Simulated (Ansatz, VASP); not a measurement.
# Li: VASP and Ansatz over several settings

```
Li
1.0
    -1.78906    1.78906    1.78906
     1.78906   -1.78906    1.78906
     1.78906    1.78906   -1.78906
Li
1
Direct
  0.00000 0.00000 0.00000
```

Single points on this cell with VASP 6.6.1 and Ansatz 0.2.0. Each row is one pair of runs. Alike in all rows: spin: off; smearing: fermi-dirac, width 0.05 eV; VASP's potentials, cutoff: VASP PAW PBE potentials, release 64 (Li_sv), 520 eV.

| level | k mesh | Ansatz's potentials, cutoff | gap on the k mesh at the Fermi level (eV), VASP | gap on the k mesh at the Fermi level (eV), Ansatz |
| --- | --- | --- | --- | --- |
| PBEsol | 11 × 11 × 11 | Ansatz PAW, 420 eV | none | none |
| revPBE | 11 × 11 × 11 | Ansatz PAW, 420 eV | none | none |
| r2SCAN+D3(BJ) | 11 × 11 × 11 | Ansatz PAW, 500 eV | none | none |
| r2SCAN+D4 | 11 × 11 × 11 | Ansatz PAW, 500 eV | none | none |
| PBE | 11 × 11 × 11 | Ansatz PAW, 420 eV | none | none |
| PBE0 | 6 × 6 × 6 | Ansatz PAW, 420 eV | none | none |

A gap of «none» marks a metal or a gap that the smearing closes.

The k mesh is coarse in some rows, so the values compare programs but aren't converged. Noted on VASP's runs: the cutoff is short for stress, so the pressure is rough. Noted on Ansatz's runs: the potentials were made for another functional, which shifts forces and pressure.
